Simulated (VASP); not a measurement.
# Ca (Fm-3m) in VASP: further runs

Ca is run at these levels: PBEsol; tasks: electric field gradients.

Program: VASP 6.6.1. These are calculated values, not measurements. Logs are shortened: lines on timing, memory, paths and dates and some standing lists are left out, and cuts for length are marked.

**1. The cell of the first run**

The structure is cubic, space group Fm-3m (No. 225). Conventional cell: a = 5.625 Å, b = 5.625 Å, c = 5.625 Å, α = 90.00°, β = 90.00°, γ = 90.00°. Ca (site symmetry m-3m) has 12 Ca at 3.98 Å within 5.2 Å.

**2. Electric field gradients, PBEsol (44.50 Å³/atom)**

File INCAR:

```
SYSTEM = Ca
ALGO = Normal
EDIFF = 1E-8
ENCUT = 520
GGA = PS
ISIF = 2
ISMEAR = -1
LASPH = .TRUE.
LCHARG = .FALSE.
LEFG = .TRUE.
LREAL = .FALSE.
LWAVE = .FALSE.
NBANDS = 11
NELM = 100
PREC = Accurate
SIGMA = 0.05
```

File KPOINTS:

```
k-points
0
G
  11 11 11
  0 0 0
```

File POSCAR:

```
Ca
1.0
    0.0000000000      2.8127051750      2.8127051750
    2.8127051750      0.0000000000      2.8127051750
    2.8127051750      2.8127051750      0.0000000000
Ca
1
Direct
    0.0000000000      0.0000000000      0.0000000000
```

Potentials or basis: VASP PAW PBE potentials, release 64 (Ca_sv).

On the command line:

```console
$ cat potpaw_PBE.64/Ca_sv/POTCAR > POTCAR
$ mpirun -np 1 vasp_std > vasp.out
```

OUTCAR:

```text
SYSTEM = Ca
   EDIFF = 1E-8
   ENCUT = 520
   GGA = PS
   ISIF = 2
   ISMEAR = -1
   LASPH = .TRUE.
   LREAL = .FALSE.
   NELM = 100
   PREC = Accurate

 ion  position               nearest neighbor table
   1  0.000  0.000  0.000-

  LATTYP: Found a face centered cubic cell.
 ALAT       =     5.6254103500

  Lattice vectors:

 A1 = (   0.0000000000,   2.8127051750,   2.8127051750)
 A2 = (   2.8127051750,   0.0000000000,   2.8127051750)
 A3 = (   2.8127051750,   2.8127051750,   0.0000000000)

Analysis of symmetry for initial positions (statically):
=====================================================================
 Subroutine PRICEL returns:
 Original cell was already a primitive cell.

 Routine SETGRP: Setting up the symmetry group for a
 face centered cubic supercell.

 Subroutine GETGRP returns: Found 48 space group operations
 (whereof 48 operations were pure point group operations)
 out of a pool of 48 trial point group operations.

The static configuration has the point symmetry O_h .

Analysis of symmetry for dynamics (positions and initial velocities):
=====================================================================
 Subroutine PRICEL returns:
 Original cell was already a primitive cell.

 Routine SETGRP: Setting up the symmetry group for a
 face centered cubic supercell.

 Subroutine GETGRP returns: Found 48 space group operations
 (whereof 48 operations were pure point group operations)
 out of a pool of 48 trial point group operations.

The dynamic configuration has the point symmetry O_h .

 Subroutine INISYM returns: Found 48 space group operations
 (whereof 48 operations are pure point group operations),
 and found     1 'primitive' translations

----------------------------------------------------------------------------------------

                                     Primitive cell

  volume of cell :      44.5044

  direct lattice vectors                    reciprocal lattice vectors
[... 126 lines left out ...]

 Free energy of the ion-electron system (eV)
  ---------------------------------------------------
  ext. energy  EPLUGINS =         0.00000000
  ---------------------------------------------------
  free energy    TOTEN  =        -2.12193966 eV

  energy without entropy =       -2.11065696  energy(sigma->0) =       -2.11629831

 E-fermi :   1.6834     XC(G=0):  -7.6436

 val. band max:        1.6786303488   @ k =   0.4545   0.0000   0.0000
 cond. band min:       1.7089533703   @ k =  -0.3636   0.2727   0.0909
 fundamental gap:      0.0303230215
 Fermi energy:         1.6834485952

 k-point     1 :       0.0000    0.0000    0.0000
  band No.  band energies     occupation
      1     -40.2803      2.00000
      2     -21.2778      2.00000
      3     -21.2778      2.00000
      4     -21.2778      2.00000
      5      -2.2506      2.00000
      6       3.9422      0.00000
      7       3.9422      0.00000
      8       3.9422      0.00000
      9       4.9540      0.00000
     10       4.9540      0.00000
     11      10.5891      0.00000
[... 309 lines left out ...]
 k-point    24 :      -0.1818    0.1818    0.0000
  band No.  band energies     occupation
      1     -40.2731      2.00000
      2     -21.3411      2.00000
      3     -21.3047      2.00000
      4     -21.2860      2.00000
      5      -0.8879      2.00000
      6       2.9805      0.00000
      7       3.7047      0.00000
      8       4.4203      0.00000
      9       4.4798      0.00000
     10       5.4090      0.00000
     11       8.7862      0.00000

 [... further k-points ...]

------------------------ aborting loop because EDIFF is reached ----------------------------------------

  FORCE on cell =-STRESS in cart. coord.  units (eV):
  Direction    XX          YY          ZZ          XY          YZ          ZX
  --------------------------------------------------------------------------------------
  -------------------------------------------------------------------------------------
  Total       -0.3965173     -0.3965173     -0.3965173     -0.0000000     -0.0000000      0.0000000
  in kB      -14.2748007    -14.2748007    -14.2748007     -0.0000000     -0.0000000      0.0000000
  external PRESSURE =     -14.2748007 kB  Pullay stress =       0.0000000 kB

 VOLUME and BASIS-vectors are now :
 -----------------------------------------------------------------------------
  energy-cutoff  :      520.00
  volume of cell :       44.50
      direct lattice vectors                 reciprocal lattice vectors
     0.000000000  2.812705175  2.812705175    -0.177764810  0.177764810  0.177764810
     2.812705175  0.000000000  2.812705175     0.177764810 -0.177764810  0.177764810
     2.812705175  2.812705175  0.000000000     0.177764810  0.177764810 -0.177764810

 POSITION                                       TOTAL-FORCE (eV/Angst)
 -----------------------------------------------------------------------------------
      0.00000      0.00000      0.00000        -0.000000      0.000000     -0.000000
 -----------------------------------------------------------------------------------
    total drift:                               -0.000000     -0.000000     -0.000000

  FREE ENERGIE OF THE ION-ELECTRON SYSTEM (eV)
  ---------------------------------------------------
  free  energy   TOTEN  =        -2.1219396580 eV

  energy  without entropy=       -2.1106569648  energy(sigma->0) =       -2.11629831

 Electric field gradients (V/A^2)
---------------------------------------------------------------------
 ion       V_xx      V_yy      V_zz      V_xy      V_xz      V_yz
---------------------------------------------------------------------
   1      -0.000    -0.000    -0.000     0.001     0.001     0.001
---------------------------------------------------------------------

 Electric field gradients after diagonalization (V/A^2)
 (convention: |V_zz| > |V_xx| > |V_yy|)
----------------------------------------------------------------------
 ion       V_xx      V_yy      V_zz     asymmetry (V_yy - V_xx)/ V_zz
----------------------------------------------------------------------
   1      -0.001    -0.001     0.001       0.000
----------------------------------------------------------------------

           NMR quadrupolar parameters

 Cq : quadrupolar parameter    Cq=e*Q*V_zz/h
 eta: asymmetry parameters     (V_yy - V_xx)/ V_zz
 Q  : nuclear electric quadrupole moment in mb (millibarn)
----------------------------------------------------------------------
 ion       Cq(MHz)       eta       Q (mb)
----------------------------------------------------------------------
   1       0.000       0.000       1.000
----------------------------------------------------------------------
```

Run time: 37 s. Hardware: 1 thread of AMD EPYC 7R43 (Zen 3), shared host; peak memory 0.14 GiB.

What came out:

```
Free energy                             : -2.1219 eV
Pressure                                : -1.4 GPa
Band gap on the k mesh                  : zero (bands 5 and 6 overlap by 0.32 eV)
Largest electric field gradient by atom : under 0.05 V/Å² on every atom
```

Levels at points of the mesh, in eV from the Fermi level:
| k point | band 3 | band 4 | band 5 | band 6 | band 7 | band 8 |
| --- | --- | --- | --- | --- | --- | --- |
| (0.00, 0.00, 0.00) | -22.96 | -22.96 | -3.93 | 2.26 | 2.26 | 2.26 |

Caveat: the PAW data sets were made with another functional, which shifts forces and pressure a little.

(Part 1 of 2 ends here.)

The gap in the log of VASP goes by the Fermi energy; the results here count the filled bands.